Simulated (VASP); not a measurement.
# HfC (Pm-3m) in VASP: a series of runs

The runs below take HfC through single point, relaxation of cell and atoms, with r2SCAN.

Program: VASP 6.6.1. These are calculated values, not measurements. Logs are shortened: lines on timing, memory, paths and dates and some standing lists are left out, and cuts for length are marked.

### Step 1. The cell of the first run

The structure is cubic, space group Pm-3m (No. 221). The conventional cell has a = 2.827 Å, b = 2.827 Å, c = 2.827 Å, α = 90.00°, β = 90.00°, γ = 90.00°. Hf (site symmetry m-3m) has 8 C at 2.45 Å and 6 Hf at 2.83 Å within 3.2 Å. C (site symmetry m-3m) has 8 Hf at 2.45 Å and 6 C at 2.83 Å within 3.2 Å.

### Step 2. Single point, r2SCAN

Contents of POSCAR:

```
HfC
1.0
    2.8273034588      0.0000000000      0.0000000000
    0.0000000000      2.8273034588      0.0000000000
    0.0000000000      0.0000000000      2.8273034588
Hf C
1 1
Direct
    0.0000000000      0.0000000000      0.0000000000
    0.5000000000      0.5000000000      0.5000000000
```

Contents of INCAR.step1:

```
SYSTEM = HfC
PREC = Accurate ; ENCUT = 520
ISMEAR = -1 ; SIGMA = 0.05
LREAL = .FALSE. ; LASPH = .TRUE.
NELM = 60 ; NBANDS = 14
GGA = PE ; ALGO = Normal
EDIFF = 1E-4 ; LWAVE = .TRUE.
LCHARG = .FALSE.
```

Contents of INCAR.step2:

```
SYSTEM = HfC
PREC = Accurate ; ENCUT = 520
EDIFF = 1E-7 ; ISMEAR = -1
SIGMA = 0.05 ; LREAL = .FALSE.
LASPH = .TRUE. ; NELM = 60
ALGO = Normal ; ISIF = 2
LWAVE = .FALSE. ; LCHARG = .FALSE.
METAGGA = R2SCAN ; LMIXTAU = .TRUE.
NBANDS = 14 ; ISTART = 1
```

Contents of KPOINTS:

```
regular mesh
0
G
  8 8 8
  0 0 0
```

Potentials or basis: VASP PAW PBE potentials, release 64 (Hf_pv, C).

Command:

```bash
> cat potpaw_PBE.64/Hf_pv/POTCAR potpaw_PBE.64/C/POTCAR > POTCAR
> cp INCAR.step1 INCAR
> mpirun -np 1 vasp_std > vasp.out
> cp INCAR.step2 INCAR
> mpirun -np 1 vasp_std > vasp.out
```

OUTCAR:

```text
SYSTEM = HfC
   PREC = Accurate
   ENCUT = 520
   EDIFF = 1E-7
   ISMEAR = -1
   LREAL = .FALSE.
   LASPH = .TRUE.
   NELM = 60
   ISIF = 2
   METAGGA = R2SCAN
   ISTART = 1

 ion  position               nearest neighbor table
   1  0.000  0.000  0.000-   2 2.45   2 2.45   2 2.45   2 2.45   2 2.45   2 2.45   2 2.45   2 2.45

   2  0.500  0.500  0.500-   1 2.45   1 2.45   1 2.45   1 2.45   1 2.45   1 2.45   1 2.45   1 2.45

  LATTYP: Found a simple cubic cell.
 ALAT       =     2.8273034588

  Lattice vectors:

 A1 = (   2.8273034588,   0.0000000000,   0.0000000000)
 A2 = (   0.0000000000,   2.8273034588,   0.0000000000)
 A3 = (   0.0000000000,   0.0000000000,   2.8273034588)

Analysis of symmetry for initial positions (statically):
=====================================================================
 Subroutine PRICEL returns:
 Original cell was already a primitive cell.

 Routine SETGRP: Setting up the symmetry group for a
 simple cubic supercell.

 Subroutine GETGRP returns: Found 48 space group operations
 (whereof 48 operations were pure point group operations)
 out of a pool of 48 trial point group operations.

The static configuration has the point symmetry O_h .

Analysis of symmetry for dynamics (positions and initial velocities):
=====================================================================
 Subroutine PRICEL returns:
 Original cell was already a primitive cell.

 Routine SETGRP: Setting up the symmetry group for a
 simple cubic supercell.

 Subroutine GETGRP returns: Found 48 space group operations
 (whereof 48 operations were pure point group operations)
 out of a pool of 48 trial point group operations.

The dynamic configuration has the point symmetry O_h .

 Subroutine INISYM returns: Found 48 space group operations
 (whereof 48 operations are pure point group operations),
 and found     1 'primitive' translations

----------------------------------------------------------------------------------------

                                     Primitive cell

  volume of cell :      22.6005

  direct lattice vectors                    reciprocal lattice vectors
     2.827303459  0.000000000  0.000000000     0.353693905  0.000000000  0.000000000
     0.000000000  2.827303459  0.000000000     0.000000000  0.353693905  0.000000000
     0.000000000  0.000000000  2.827303459     0.000000000  0.000000000  0.353693905

  length of vectors
     2.827303459  2.827303459  2.827303459     0.353693905  0.353693905  0.353693905

  position of ions in fractional coordinates (direct lattice)
     0.000000000  0.000000000  0.000000000
     0.500000000  0.500000000  0.500000000

  ion indices of the primitive-cell ions
   primitive index   ion index
                 1           1
                 2           2

----------------------------------------------------------------------------------------

 KPOINTS: regular mesh

Automatic generation of k-mesh.
 Grid dimensions read from file:
 generate k-points for:    8    8    8

 Generating k-lattice:

  Cartesian coordinates                     Fractional coordinates (reciprocal lattice)
     0.044211738  0.000000000  0.000000000     0.125000000  0.000000000  0.000000000
     0.000000000  0.044211738  0.000000000     0.000000000  0.125000000  0.000000000
     0.000000000  0.000000000  0.044211738     0.000000000  0.000000000  0.125000000

  Length of vectors
     0.044211738  0.044211738  0.044211738

  Shift w.r.t. Gamma in fractional coordinates (k-lattice)
     0.000000000  0.000000000  0.000000000

 Subroutine IBZKPT returns following result:
 ===========================================

 Found     35 irreducible k-points:

 Following reciprocal coordinates:
            Coordinates               Weight
  0.000000  0.000000  0.000000      1.000000
  0.125000  0.000000  0.000000      6.000000
  0.250000  0.000000  0.000000      6.000000
  0.375000  0.000000  0.000000      6.000000
  0.500000  0.000000  0.000000      3.000000
  0.125000  0.125000  0.000000     12.000000
[... 16 lines left out ...]
  0.375000  0.375000  0.125000     24.000000
  0.500000  0.375000  0.125000     24.000000
 [... further k-points ...]
   k-points           NKPTS =     35   k-points in BZ     NKDIM =     35   number of bands    NBANDS=     14
   number of dos      NEDOS =    301   number of ions     NIONS =      2
   total plane-waves  NPLWV =  13824
   dimension x,y,z NGX =    24 NGY =   24 NGZ =   24
   dimension x,y,z NGXF=    48 NGYF=   48 NGZF=   48
   ions per type =               1   1
   NGX,Y,Z   is equivalent  to a cutoff of  14.11, 14.11, 14.11 a.u.
   NGXF,Y,Z  is equivalent  to a cutoff of  28.22, 28.22, 28.22 a.u.
 SYSTEM =  HfC
   PREC   = accura    normal or accurate (medium, high low for compatibility)
   ISTART =      1    job   : 0-new  1-cont  2-samecut
   ICHARG =      0    charge: 1-file 2-atom 10-const
   ISPIN  =      1    spin polarized calculation?
   LNONCOLLINEAR =      F non collinear calculations
   LSORBIT =      F    spin-orbit coupling
   LASPH  =      T    aspherical Exc in radial PAW
   ENCUT  =  520.0 eV  38.22 Ry    6.18 a.u.   5.26  5.26  5.26*2*pi/ulx,y,z
   NELM   =     60;   NELMIN=  2; NELMDL=  0     # of ELM steps
   EDIFF  = 0.1E-06   stopping-criterion for ELM
   LREAL  =      F    real-space projection
   EDIFFG = 0.1E-05   stopping-criterion for IOM
   NSW    =      0    number of steps for IOM
   IBRION =     -1    ionic relax: 0-MD 1-quasi-New 2-CG
   NFREE  =      0    steps in history (QN), initial steepest desc. (CG)
   ISIF   =      2    stress and relaxation
   ISYM   =      2    0-nonsym 1-usesym 2-fastsym
   POTIM  = 0.5000    time-step for ionic-motion
   TEBEG  =    0.0;   TEEND  =   0.0 temperature during run
   PSTRESS=    0.0 pullay stress
   NELECT =      14.0000    total number of electrons
   NUPDOWN=      -1.0000    fix difference up-down
   EMIN   =  10.00;   EMAX   =-10.00  energy-range for DOS
   EFERMI =   0.00;   METHOD = LEGACY
   ISMEAR =    -1;   SIGMA  =   0.05  broadening in eV -4-tet -1-fermi 0-gaus
   EFERMI_NEDOS =   21; number of points for ismear=-14 and -15
   IALGO  =     38    algorithm
   IMIX   =      4    mixing-type and parameters
     AMIX     =   0.40;   BMIX     =  1.00
     AMIX_MAG =   1.60;   BMIX_MAG =  1.00
  volume/ion in A,a.u.               =      11.30        76.26
  Fermi-wavevector in a.u.,A,eV,Ry     =   1.395549  2.637205 26.498121  1.947557
  Thomas-Fermi vector in A             =   2.518990
   LORBIT       =      0    0 simple, 1 ext, 2 COOP (PROOUT), +10 PAW based schemes
   METAGGA = R2SCAN    functional components
   LHFCALC =     F    Hartree Fock is set to
   AEXX    =    0.0000 exact exchange contribution
   IVDW    =     0    specifies the selected vdW correction
   LEPSILON=     F    determine dielectric tensor
   LRPA    =     F    only Hartree local field effects (RPA)
 non-spin polarized calculation
  energy-cutoff  :      520.00
  volume of cell :       22.60
 maximum number of plane-waves:       627
 NGX is ok and might be reduce to    24
   NGX = 11   NGY = 11   NGZ = 11

 number of electron      13.9999998 magnetization

 Free energy of the ion-electron system (eV)
  ---------------------------------------------------
  ext. energy  EPLUGINS =         0.00000000
  ---------------------------------------------------
  free energy    TOTEN  =       -54.35399986 eV

  energy without entropy =      -54.34099951  energy(sigma->0) =      -54.34749968

 E-fermi :   7.2384     XC(G=0): -13.8460

 val. band max:        7.2041875878   @ k =   0.1250   0.1250   0.0000
 cond. band min:       7.2934828087   @ k =   0.5000   0.1250   0.1250
 fundamental gap:      0.0892952209
 Fermi energy:         7.2383527716

 k-point     1 :       0.0000    0.0000    0.0000
  band No.  band energies     occupation
      1     -23.7535      2.00000
      2     -23.7535      2.00000
      3     -23.7535      2.00000
      4      -6.7609      2.00000
      5       5.1383      2.00000
      6       5.1383      2.00000
      7       8.4439      0.00000
      8       8.4439      0.00000
      9       8.4439      0.00000
     10      14.0359      0.00000
     11      14.0359      0.00000
     12      14.0359      0.00000
     13      15.6096      0.00000
     14      19.5908      0.00000

 k-point     2 :       0.1250    0.0000    0.0000
  band No.  band energies     occupation
      1     -23.9644      2.00000
      2     -23.7342      2.00000
      3     -23.7342      2.00000
      4      -6.3843      2.00000
      5       4.7969      2.00000
      6       5.3049      2.00000
      7       7.9905      0.00000
      8       7.9905      0.00000
      9       8.5260      0.00000
     10      14.1266      0.00000
     11      14.4234      0.00000
     12      14.4234      0.00000
     13      16.3697      0.00000
     14      19.5908      0.00000

 k-point     3 :       0.2500    0.0000    0.0000
  band No.  band energies     occupation
      1     -24.4465      2.00000
      2     -23.6873      2.00000
      3     -23.6873      2.00000
      4      -5.3747      2.00000
      5       3.1904      2.00000
      6       5.7451      2.00000
      7       7.0620      1.94285
      8       7.0620      1.94285
      9      10.1587      0.00000
     10      14.3543      0.00000
     11      15.3073      0.00000
     12      15.3073      0.00000
     13      17.7033      0.00000
     14      19.5908      0.00000
[... 324 lines left out ...]
 k-point    23 :       0.3750    0.3750    0.1250
  band No.  band energies     occupation
      1     -24.6874      2.00000
      2     -24.6530      2.00000
      3     -23.7185      2.00000
      4      -3.6153      2.00000
      5       2.8149      2.00000
      6       3.8692      2.00000
      7       6.9499      1.99377
      8       8.2920      0.00000
      9      11.4627      0.00000
     10      12.0179      0.00000
     11      15.1412      0.00000
     12      15.1982      0.00000
     13      19.0998      0.00000
     14      19.5912      0.00000

 k-point    24 :       0.5000    0.3750    0.1250
  band No.  band energies     occupation
      1     -24.8353      2.00000
      2     -24.6363      2.00000
      3     -23.6988      2.00000
      4      -3.6127      2.00000
      5       3.0292      2.00000
      6       3.6772      2.00000
      7       7.6141      0.00109
      8       7.6298      0.00080
      9      11.4424      0.00000
     10      11.6335      0.00000
     11      15.0482      0.00000
     12      15.9588      0.00000
     13      19.5905      0.00000
     14      20.1685      0.00000

 [... further k-points ...]
[... 5 lines left out ...]
  --------------------------------------------------------------------------------------
  -------------------------------------------------------------------------------------
  Total        1.8768651      1.8768651      1.8768651      0.0000000     -0.0000000      0.0000000
  in kB      133.0535219    133.0535219    133.0535219      0.0000000     -0.0000000      0.0000000
  external PRESSURE =     133.0535219 kB  Pullay stress =       0.0000000 kB

 VOLUME and BASIS-vectors are now :
 -----------------------------------------------------------------------------
  energy-cutoff  :      520.00
  volume of cell :       22.60
      direct lattice vectors                 reciprocal lattice vectors
     2.827303459  0.000000000  0.000000000     0.353693905  0.000000000  0.000000000
     0.000000000  2.827303459  0.000000000     0.000000000  0.353693905  0.000000000
     0.000000000  0.000000000  2.827303459     0.000000000  0.000000000  0.353693905

 POSITION                                       TOTAL-FORCE (eV/Angst)
 -----------------------------------------------------------------------------------
      0.00000      0.00000      0.00000         0.000000      0.000000      0.000000
      1.41365      1.41365      1.41365         0.000000      0.000000      0.000000
 -----------------------------------------------------------------------------------
    total drift:                                0.000000      0.000000     -0.000000

  FREE ENERGIE OF THE ION-ELECTRON SYSTEM (eV)
  ---------------------------------------------------
  free  energy   TOTEN  =       -54.3539998604 eV

  energy  without entropy=      -54.3409995067  energy(sigma->0) =      -54.34749968
```

It took 30 s on 1 thread of Intel Xeon 6975P-C (Granite Rapids), shared host; peak memory 0.14 GiB.

Results:

| Item | Value |
| --- | --- |
| Free energy | -54.3540 eV |
| Pressure | 13.3 GPa |
| Band gap on the k mesh | zero (band 7 reaches 8.44 eV, above the bottom of band 8 at 6.28 eV) |

Caveat: the PAW data sets were made with another functional, which shifts forces and pressure a little; spin-orbit coupling is left out, which moves the levels of the heavy elements.

### Step 3. Single point, r2SCAN

This run uses another cell than the first one, of 12.01 Å³/atom, 1.063 times its volume.

Contents of POSCAR:

```
HfC
1.0
    2.8854953899      0.0000000000      0.0000000000
    0.0000000000      2.8854953899      0.0000000000
    0.0000000000      0.0000000000      2.8854953899
Hf C
1 1
Direct
    0.0000000000      0.0000000000      0.0000000000
    0.5000000000      0.5000000000      0.5000000000
```

Contents of INCAR.step1:

```
PREC = Accurate
ENCUT = 520
ISMEAR = -1
SIGMA = 0.05
LREAL = F
LASPH = T
NELM = 100
NBANDS = 14
GGA = PE
ALGO = Normal
EDIFF = 1E-4
LWAVE = T
LCHARG = F
```

Contents of INCAR.step2:

```
PREC = Accurate
ENCUT = 520
EDIFF = 1E-7
ISMEAR = -1
SIGMA = 0.05
LREAL = F
LASPH = T
NELM = 100
ALGO = Normal
ISIF = 2
LWAVE = F
LCHARG = F
METAGGA = R2SCAN
LMIXTAU = T
NBANDS = 14
ISTART = 1
```

Contents of KPOINTS:

```
regular mesh
0
Gamma
  8 8 8
```

Potentials or basis: VASP PAW PBE potentials, release 64 (Hf_pv, C).

Command:

```bash
> cat potpaw_PBE.64/Hf_pv/POTCAR potpaw_PBE.64/C/POTCAR > POTCAR
> cp INCAR.step1 INCAR
> mpirun -np 1 vasp_std > vasp.out
> cp INCAR.step2 INCAR
> mpirun -np 1 vasp_std > vasp.out
```

Run time: 33 s. Hardware: 1 thread of Intel Xeon 6975P-C (Granite Rapids), shared host; peak memory 0.14 GiB.

It converged, with:

* Free energy: -54.4038 eV
* Pressure: -1.6 GPa
* Band gap on the k mesh: zero (band 7 reaches 7.83 eV, above the bottom of band 8 at 5.85 eV)

Levels at points of the mesh, in eV from the Fermi level:
| k point | band 5 | band 6 | band 7 | band 8 | band 9 | band 10 |
| --- | --- | --- | --- | --- | --- | --- |
| (0.00, 0.00, 0.00) | -1.92 | -1.92 | 1.10 | 1.10 | 1.10 | 6.37 |
| (0.50, 0.00, 0.00) | -7.05 | -1.15 | -1.15 | -0.66 | 6.96 | 7.16 |
| (0.50, 0.50, 0.00) | -2.89 | -2.89 | -1.03 | 2.06 | 3.27 | 3.27 |
| (0.50, 0.50, 0.50) | -5.89 | -5.89 | -5.89 | 9.26 | 9.26 | 9.30 |

Caveat: the PAW data sets were made with another functional, which shifts forces and pressure a little; spin-orbit coupling is left out, which moves the levels of the heavy elements.

### Step 4. Relaxation of cell and atoms, r2SCAN

This run uses another cell than the first one, of 11.70 Å³/atom, 1.035 times its volume.

Contents of POSCAR:

```
HfC
1.0
    2.8600000000      0.0000000000      0.0000000000
    0.0000000000      2.8600000000      0.0000000000
    0.0000000000      0.0000000000      2.8600000000
Hf C
1 1
Direct
    0.0000000000      0.0000000000      0.0000000000
    0.5000000000      0.5000000000      0.5000000000
```

Contents of INCAR.step1:

```
ALGO = Normal
EDIFF = 1E-4
ENCUT = 600
GGA = PE
ISMEAR = -1
LASPH = T
LCHARG = F
LREAL = F
LWAVE = T
NELM = 100
PREC = Accurate
SIGMA = 0.05
```

Contents of INCAR.step2:

```
ALGO = Normal
EDIFF = 1E-6
EDIFFG = -0.01
ENCUT = 600
IBRION = 2
ISIF = 3
ISMEAR = -1
ISTART = 1
LASPH = T
LCHARG = F
LMIXTAU = T
LREAL = F
LWAVE = F
METAGGA = R2SCAN
NELM = 100
NSW = 80
PREC = Accurate
SIGMA = 0.05
```

Contents of KPOINTS:

```
k-points
0
Gamma
  8 8 8
```

Command:

```bash
> cat potpaw_PBE.64/Hf_pv/POTCAR potpaw_PBE.64/C/POTCAR > POTCAR
> cp INCAR.step1 INCAR
> mpirun -np 1 vasp_std > vasp.out
> cp INCAR.step2 INCAR
> mpirun -np 1 vasp_std > vasp.out
```

Wall time 72 s (1 thread of Intel Xeon Platinum 8488C (Sapphire Rapids), shared host); peak memory 0.16 GiB.

It converged, with:

| Item | Value |
| --- | --- |
| Free energy | -54.4057 eV |
| Relaxed volume | 11.92 Å³/atom |
| Relaxed cell | a = 2.878 Å, b = 2.878 Å, c = 2.878 Å, α = 90.00°, β = 90.00°, γ = 90.00° |
| Space group after relaxing (to 0.05 Å) | Pm-3m (No. 221) |
| Energy gained by relaxing | 3.0 meV/atom |
| Ionic steps | 3 |
| Pressure after relaxing | -0.1 GPa |
| Band gap on the k mesh | zero (band 7 reaches 7.90 eV, above the bottom of band 8 at 5.90 eV) |

The path:
```
step  energy change (eV)  largest force (eV/Å)  pressure (GPa)  volume (Å³)
   1              0.0000                0.0000            4.32        23.39
   2              0.0051                0.0000           -5.52        24.48
   3             -0.0060                0.0000           -0.09        23.85
```

Final structure:
```
Hf C
1.0
     2.87840    0.00000    0.00000
     0.00000    2.87840    0.00000
     0.00000    0.00000    2.87840
Hf C
1 1
Direct
  0.00000 0.00000 0.00000
  0.50000 0.50000 0.50000
```

Levels at points of the mesh, in eV from the Fermi level:
| k point | band 4 | band 5 | band 6 | band 7 | band 8 | band 9 | band 10 | band 11 |
| --- | --- | --- | --- | --- | --- | --- | --- | --- |
| (0.00, 0.00, 0.00) | -13.69 | -1.94 | -1.94 | 1.11 | 1.11 | 1.11 | 6.42 | 6.42 |
| (0.50, 0.00, 0.00) | -10.30 | -7.08 | -1.16 | -1.16 | -0.67 | 7.02 | 7.22 | 8.95 |
| (0.50, 0.50, 0.00) | -10.93 | -2.90 | -2.90 | -1.03 | 2.07 | 3.29 | 3.29 | 5.13 |
| (0.50, 0.50, 0.50) | -7.97 | -5.94 | -5.94 | -5.94 | 9.35 | 9.35 | 9.39 | 9.39 |

Caveat: the PAW data sets were made with another functional, which shifts forces and pressure a little; spin-orbit coupling is left out, which moves the levels of the heavy elements.

### Step 5. Relaxation of cell and atoms, r2SCAN, target pressure 15 GPa, at which the enthalpy is minimised

This run uses another cell than the first one, of 11.70 Å³/atom, 1.035 times its volume.

POSCAR is that of step 4.

INCAR.step1 is that of step 4.

Edit INCAR.step2 of step 4 so:

```diff
@@ -1,3 +1,3 @@
 ALGO = Normal
-EDIFF = 1E-6
+EDIFF = 1E-7
 EDIFFG = -0.01
@@ -17,2 +17,3 @@
 PREC = Accurate
+PSTRESS = 150.0
 SIGMA = 0.05
```

KPOINTS is that of step 4.

Command:

```bash
> cat potpaw_PBE.64/Hf_pv/POTCAR potpaw_PBE.64/C/POTCAR > POTCAR
> cp INCAR.step1 INCAR
> mpirun -np 1 vasp_std > vasp.out
> cp INCAR.step2 INCAR
> mpirun -np 1 vasp_std > vasp.out
```

Run time: 69 s. Hardware: 1 thread of Intel Xeon Platinum 8488C (Sapphire Rapids), shared host; peak memory 0.16 GiB.

It converged, with:

- Free energy: -54.3435 eV
- Relaxed volume: 11.23 Å³/atom
- Relaxed cell: a = 2.821 Å, b = 2.821 Å, c = 2.821 Å, α = 90.00°, β = 90.00°, γ = 90.00°
- Space group after relaxing (to 0.05 Å): Pm-3m (No. 221)
- Energy change on relaxing (the enthalpy is what falls): +28.0 meV/atom
- Ionic steps: 4
- Pressure after relaxing: 15.0 GPa
- Band gap on the k mesh: zero (band 7 reaches 8.51 eV, above the bottom of band 8 at 6.33 eV)

The path:
```csv
step,energy change (eV),largest force (eV/Å),pressure (GPa),volume (Å³)
1,0.0000,0.0000,4.33,23.39
2,0.3172,0.0000,38.71,20.85
3,0.0539,0.0000,14.68,22.47
4,0.0561,0.0000,15.00,22.45
```

Final structure:
```
Hf C
1.0
     2.82102    0.00000    0.00000
     0.00000    2.82102    0.00000
     0.00000    0.00000    2.82102
Hf C
1 1
Direct
  0.00000 0.00000 0.00000
  0.50000 0.50000 0.50000
```

Levels at points of the mesh, in eV from the Fermi level:
| k point | band 5 | band 6 | band 7 | band 8 | band 9 | band 10 |
| --- | --- | --- | --- | --- | --- | --- |
| (0.00, 0.00, 0.00) | -2.12 | -2.12 | 1.22 | 1.22 | 1.22 | 6.85 |
| (0.50, 0.00, 0.00) | -7.34 | -1.27 | -1.27 | -0.75 | 7.52 | 7.73 |
| (0.50, 0.50, 0.00) | -2.90 | -2.90 | -1.02 | 2.16 | 3.45 | 3.45 |
| (0.50, 0.50, 0.50) | -6.34 | -6.34 | -6.34 | 10.07 | 10.07 | 10.17 |

Caveat: the cell is relaxed towards a set pressure, so the enthalpy falls and the energy may rise; the PAW data sets were made with another functional, which shifts forces and pressure a little; spin-orbit coupling is left out, which moves the levels of the heavy elements.

(Continued in part 2 of 2.)
